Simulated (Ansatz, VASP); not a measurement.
**Si4BW: VASP beside Ansatz**

```
CELL_PARAMETERS angstrom
4.45180 0.00000 0.00000
-2.22590 3.85537 0.00000
0.00000 0.00000 4.67895
ATOMIC_POSITIONS crystal
Si 0.33333 0.66667 0.24914
Si 0.33333 0.66667 0.75086
Si 0.66667 0.33333 0.75086
Si 0.66667 0.33333 0.24914
B 0.00000 0.00000 0.50000
W 0.00000 0.00000 0.00000
```

Alike in both runs: task relaxation of cell and atoms; functional PBE; k mesh 12 × 12 × 8; occupations gaussian, width 0.1 eV; no spin polarisation.

|  | VASP | Ansatz |
| --- | --- | --- |
| version | VASP 6.6.1 | Ansatz 0.2.0 |
| potentials or method | VASP PAW PBE potentials, release 64 (Si, B, W_sv), cutoff 600 eV | scalar-relativistic, plane waves, PAW |
| valence electrons in the cell | 33 | 33 |

|  | VASP | Ansatz | Ansatz less VASP |
| --- | --- | --- | --- |
| gap on the k mesh at the Fermi level, each at its own relaxed structure (eV) | none | none | - |
| relaxed volume (Å³/atom) | 13.27 | 13.27 | +0.001 |
| relaxed length of the cell vector where the two differ most in proportion (Å) | 4.404 | 4.404 | +0.0003 |

A gap of «none» marks a metal or a gap that the smearing closes.

Neither program's run includes spin-orbit coupling.
